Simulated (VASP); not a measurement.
Set up this calculation in VASP 6.6.1, as the native input.

```yaml
Task: single point
Functional: PBEsol
Potentials_or_basis: VASP PAW PBE potentials, release 64 (Hf_pv)
Cutoff: 520 eV
k_mesh: 18 × 18 × 10
Occupations: gaussian, width 0.15 eV
Spin: no spin polarisation
Dipole_correction: no
Further_INCAR_settings: ALGO = Fast; EDIFF = 1e-07; NBANDS = 17
```

The structure of Hf lies in POSCAR:

```
Hf
1.0
    3.0023000000      0.0000000000      0.0000000000
   -1.5011500000      2.6000680698      0.0000000000
    0.0000000000      0.0000000000      4.6965000000
Hf
2
Direct
    0.3333333333      0.6666666667      0.2500000000
    0.6666666667      0.3333333333      0.7500000000
```

These files were run (other wordings do the same):

INCAR

```
SYSTEM = Hf
ALGO     = Fast           ! electronic algorithm
EDIFF    = 1E-7           ! SCF threshold, eV
ENCUT    = 520            ! plane-wave cutoff, eV
GGA      = PS             ! functional
ISIF     = 2              ! what is computed and relaxed
ISMEAR   = 0              ! smearing method
LASPH    = .True.         ! aspherical terms in the spheres
LCHARG   = .False.        ! write CHGCAR
LREAL    = .False.        ! projectors in reciprocal space
LWAVE    = .False.        ! write WAVECAR
NBANDS   = 17             ! bands
NELM     = 60             ! most SCF steps
PREC     = Accurate       ! precision mode
SIGMA    = 0.15           ! smearing width, eV
```

KPOINTS

```
k-points
0
Gamma
  18 18 10
  0 0 0
```

Potentials or basis: VASP PAW PBE potentials, release 64 (Hf_pv).

Launch:

```bash
$ cat potpaw_PBE.64/Hf_pv/POTCAR > POTCAR
$ mpirun -np 1 vasp_std > vasp.out
```

It gave:

```json
{
 "Pressure": "24.3 GPa",
 "Band gap on the k mesh": "zero (bands 10 and 11 overlap by 1.63 eV)"
}
```

Caveat: the cell stands under pressure; the PAW data sets were made with another functional, which shifts forces and pressure a little; spin-orbit coupling is left out, which moves the levels of the heavy elements.

Run time: 88 s on 1 thread of Intel Xeon 6975P-C, with other jobs on the host, peak memory 0.24 GiB.
